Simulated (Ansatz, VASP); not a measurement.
## One calculation of AlGa3N4, two programs

```
Al Ga N
1.0
     4.47169    0.00000    0.00000
     0.00000    4.47169    0.00000
     0.00000    0.00000    4.47169
Al Ga N
1 3 4
Direct
  0.00000 0.00000 0.00000
  0.50000 0.50000 0.01677
  0.50000 0.00000 0.50000
  0.00000 0.50000 0.50000
  0.75571 0.75571 0.24429
  0.75571 0.24429 0.75571
  0.24429 0.75571 0.75571
  0.24429 0.24429 0.24429
```

Alike in both runs: task single point; functional PBEsol; k mesh 6 × 6 × 6; occupations gaussian, width 0.05 eV; no spin polarisation.

|  | VASP | Ansatz |
| --- | --- | --- |
| version | VASP 6.6.1 | Ansatz 0.2.0 |
| potentials or method | VASP PAW PBE potentials, release 64 (Al, Ga_d, N), cutoff 520 eV | scalar-relativistic, plane waves, PAW |
| valence electrons in the cell | 62 | 62 |

Ansatz gave:

* gap on the k mesh at the Fermi level (eV): 2.23
* least direct gap on the mesh (eV): 2.23
* pressure (GPa): -0.4
* traceless stress, the component that is largest in VASP (GPa): 1.05
* rms of the force components (eV/Å): 0.312

**Question.** What did VASP give for the same quantities?

**Answer.** gap on the k mesh at the Fermi level (eV): 2.25; least direct gap on the mesh (eV): 2.25; pressure (GPa): -0.5; traceless stress, the component that is largest in VASP (GPa): 1.02; rms of the force components (eV/Å): 0.311.

VASP's potentials were made for PBE, not for PBEsol. Atom by atom the forces differ by 0.005 eV/Å (rms over components). With one functional, cell and mesh, what is left measures potentials, basis and numerics.
